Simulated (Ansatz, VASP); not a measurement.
## Two plane-wave programs on InAs

Contents of INCAR:

```
PREC     = Accurate       # precision mode
ENCUT    = 520            # plane-wave cutoff, eV
EDIFF    = 1E-6           # SCF threshold, eV
ISMEAR   = 0              # smearing method
SIGMA    = 0.013000000000000001 # smearing width, eV
LREAL    = False          # projectors in reciprocal space
LASPH    = True           # aspherical terms in the spheres
NELM     = 60             # most SCF steps
ALGO     = Normal         # electronic algorithm
ISIF     = 2              # what is computed and relaxed
LWAVE    = False          # write WAVECAR
LCHARG   = False          # write CHGCAR
GGA      = PE             # functional
NBANDS   = 16             # bands
```

The input KPOINTS:

```
regular mesh
0
Gamma
  8 8 8
```

Contents of POSCAR:

```
InAs
1.0
    0.0000000000      3.0180000000      3.0180000000
    3.0180000000      0.0000000000      3.0180000000
    3.0180000000      3.0180000000      0.0000000000
In As
1 1
Direct
    0.0000000000      0.0000000000      0.0000000000
    0.7500000000      0.7500000000      0.7500000000
```

input.yaml

```yaml
crystal:
  lattice:
    - [0.0, 3.018, 3.018]
    - [3.018, 0.0, 3.018]
    - [3.018, 3.018, 0.0]
  atoms:
    - { symbol: In, position: [0.0, 0.0, 0.0] }
    - { symbol: As, position: [0.75, 0.75, 0.75] }
hamiltonian:
  xc: pbe
  pseudopotentials: { kind: paw }
kpoints:
  mp_grid: { grid: [8, 8, 8] }
scf:
  occupations: { method: gaussian, width: 0.013 }
output:
  forces: true
  stress: true
  eigenvalues: true
  write_density: true
  write_potential: true
  elf: true
  volumetric_format: npy
```

Alike in both runs: task single point; functional PBE; k mesh 8 × 8 × 8; occupations gaussian, width 0.013 eV; no spin polarisation.

|  | VASP | Ansatz |
| --- | --- | --- |
| version | VASP 6.6.1 | Ansatz 0.2.0 |
| potentials or method | VASP PAW PBE potentials, release 64 (In_d, As) | Ansatz PAW |
| plane-wave cutoff (eV) | 520 | 420 |
| valence electrons in the cell | 18 | 28 |

Ansatz gave:

| Quantity | Value |
| --- | --- |
| gap on the k mesh at the Fermi level (eV) | none |
| pressure (GPa) | 4.3 |

Q: Estimate VASP's values.

A: gap on the k mesh at the Fermi level (eV): none; pressure (GPa): 4.4.

A gap of «none» marks a metal or a gap that the smearing closes. With one functional, cell and mesh, what is left measures potentials, basis and numerics. VASP's potentials hold 18 valence electrons a cell and Ansatz's 28, so a difference there can come from the potentials and not from the codes.
